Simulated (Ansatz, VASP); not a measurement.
## One calculation of ZnS, two programs

INCAR

```
SYSTEM = ZnS
  PREC = Accurate
  ENCUT = 520
  EDIFF = 1E-8
  ISMEAR = -1
  SIGMA = 0.02
  LREAL = Auto
  LASPH = .True.
  NELM = 100
  ALGO = Normal
  ISIF = 2
  LWAVE = .False.
  LCHARG = .False.
  GGA = PE
  LEFG = .True.
  NBANDS = 146
```

The input KPOINTS:

```
regular mesh
0
Gamma
  8 8 1
  0 0 0
```

POSCAR

```
ZnS
1.0
    3.8095402906      0.0000000000      0.0000000000
   -1.9047701453      3.2991586684      0.0000000000
    0.0000000000      0.0000000000     43.6273260300
Zn S
14 14
Direct
    0.0000000000      0.0000000000      0.1429055400
    0.6666666667      0.3333333333      0.0714636100
    0.0000000000      0.0000000000      0.5714237300
    0.0000000000      0.0000000000      0.7856916800
    0.3333333333      0.6666666667      0.7142483800
    0.3333333333      0.6666666667      0.2856715900
    0.6666666667      0.3333333333      0.2143497500
    0.6666666667      0.3333333333      0.6429458100
    0.3333333333      0.6666666667      0.4285702000
    0.0000000000      0.0000000000      0.9286234100
    0.6666666667      0.3333333333      0.4999091400
    0.0000000000      0.0000000000      0.3571637500
    0.3333333333      0.6666666667      0.0000910200
    0.3333333333      0.6666666667      0.8571883300
    0.3333333333      0.6666666667      0.7677524900
    0.0000000000      0.0000000000      0.9822087700
    0.0000000000      0.0000000000      0.1964826000
    0.6666666667      0.3333333333      0.6964299800
    0.3333333333      0.6666666667      0.9107168300
    0.3333333333      0.6666666667      0.4820633500
    0.0000000000      0.0000000000      0.4107504200
    0.3333333333      0.6666666667      0.3391965300
    0.6666666667      0.3333333333      0.5534313800
    0.0000000000      0.0000000000      0.8392666800
    0.3333333333      0.6666666667      0.0536096200
    0.6666666667      0.3333333333      0.2678348200
    0.0000000000      0.0000000000      0.6250375600
    0.6666666667      0.3333333333      0.1249680500
```

Input for Ansatz:

```yaml
crystal:
  lattice:
    - [3.8095402906, 0.0, 0.0]
    - [-1.9047701453, 3.2991586684, 0.0]
    - [0.0, 0.0, 43.62732603]
  atoms:
    - { symbol: Zn, position: [0.0, 0.0, 0.14290554] }
    - { symbol: Zn, position: [0.6666666667, 0.3333333333, 0.07146361] }
    - { symbol: Zn, position: [0.0, 0.0, 0.57142373] }
    - { symbol: Zn, position: [0.0, 0.0, 0.78569168] }
    - { symbol: Zn, position: [0.3333333333, 0.6666666667, 0.71424838] }
    - { symbol: Zn, position: [0.3333333333, 0.6666666667, 0.28567159] }
    - { symbol: Zn, position: [0.6666666667, 0.3333333333, 0.21434975] }
    - { symbol: Zn, position: [0.6666666667, 0.3333333333, 0.64294581] }
    - { symbol: Zn, position: [0.3333333333, 0.6666666667, 0.4285702] }
    - { symbol: Zn, position: [0.0, 0.0, 0.92862341] }
    - { symbol: Zn, position: [0.6666666667, 0.3333333333, 0.49990914] }
    - { symbol: Zn, position: [0.0, 0.0, 0.35716375] }
    - { symbol: Zn, position: [0.3333333333, 0.6666666667, 9.102e-05] }
    - { symbol: Zn, position: [0.3333333333, 0.6666666667, 0.85718833] }
    - { symbol: S, position: [0.3333333333, 0.6666666667, 0.76775249] }
    - { symbol: S, position: [0.0, 0.0, 0.98220877] }
    - { symbol: S, position: [0.0, 0.0, 0.1964826] }
    - { symbol: S, position: [0.6666666667, 0.3333333333, 0.69642998] }
    - { symbol: S, position: [0.3333333333, 0.6666666667, 0.91071683] }
    - { symbol: S, position: [0.3333333333, 0.6666666667, 0.48206335] }
    - { symbol: S, position: [0.0, 0.0, 0.41075042] }
    - { symbol: S, position: [0.3333333333, 0.6666666667, 0.33919653] }
    - { symbol: S, position: [0.6666666667, 0.3333333333, 0.55343138] }
    - { symbol: S, position: [0.0, 0.0, 0.83926668] }
    - { symbol: S, position: [0.3333333333, 0.6666666667, 0.05360962] }
    - { symbol: S, position: [0.6666666667, 0.3333333333, 0.26783482] }
    - { symbol: S, position: [0.0, 0.0, 0.62503756] }
    - { symbol: S, position: [0.6666666667, 0.3333333333, 0.12496805] }
kpoints:
  mp_grid: { grid: [8, 8, 1] }
scf:
  occupations: { method: fermi_dirac, width: 0.02 }
hamiltonian:
  xc: pbe
  pseudopotentials: { kind: paw }
output:
  forces: true
  stress: true
  populations: true
  efg:
    quadrupole_moments_barn: { Zn: 0.122, S: -0.0694 }
    contact_densities: true
```

Alike in both runs: task electric field gradients; functional PBE; k mesh 8 × 8 × 1; occupations fermi-dirac, width 0.02 eV; no spin polarisation.

|  | VASP | Ansatz |
| --- | --- | --- |
| version | VASP 6.6.1 | Ansatz 0.2.0 |
| potentials or method | VASP PAW PBE potentials, release 64 (Zn, S) | plane-wave PAW, scalar-relativistic |
| plane-wave cutoff (eV) | 520 | 420 |
| valence electrons in the cell | 252 | 252 |

Ansatz gave:

```
gap on the k mesh at the Fermi level (eV) : 2.17
pressure (GPa)                            : 2.2
rms of the force components (eV/Å)        : 0.003
```

Question: What did VASP give for the same quantities?

Answer: gap on the k mesh at the Fermi level (eV): 2.18; pressure (GPa): 2.3; rms of the force components (eV/Å): 0.004.

Atom by atom the forces differ by 0.001 eV/Å (rms over components). The functional is the same, so the differences come from potentials, cutoffs and numerics.
